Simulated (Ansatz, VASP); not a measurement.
## ZrB2: VASP beside Ansatz

```
Zr B
1.0
     3.10120    0.00000    0.00000
    -1.55060    2.68572    0.00000
     0.00000    0.00000    3.60520
Zr B
1 2
Cartesian
  0.0000 0.0000 0.0000
  0.0000 1.7905 1.8026
  1.5506 0.8952 1.8026
```

Alike in both runs: task single point; functional LDA; k mesh 15 × 15 × 12; occupations gaussian, width 0.15 eV; no spin polarisation.

|  | VASP | Ansatz |
| --- | --- | --- |
| version | VASP 6.6.1 | Ansatz 0.2.0 |
| potentials or method | VASP PAW LDA potentials, release 64 (Zr_sv, B), cutoff 520 eV | scalar-relativistic, plane waves, PAW |
| valence electrons in the cell | 18 | 18 |

```tsv
	VASP	Ansatz	Ansatz less VASP
gap on the k mesh at the Fermi level (eV)	none	none	-
pressure (GPa)	-2.0	-2.5	-0.50
traceless stress, the component that is largest in VASP (GPa)	-9.82	-9.85	-0.034
```

LDA's correlation is that of Perdew and Zunger in VASP and of Perdew and Wang (1992) in Ansatz. A gap of «none» marks a metal or a gap that the smearing closes.
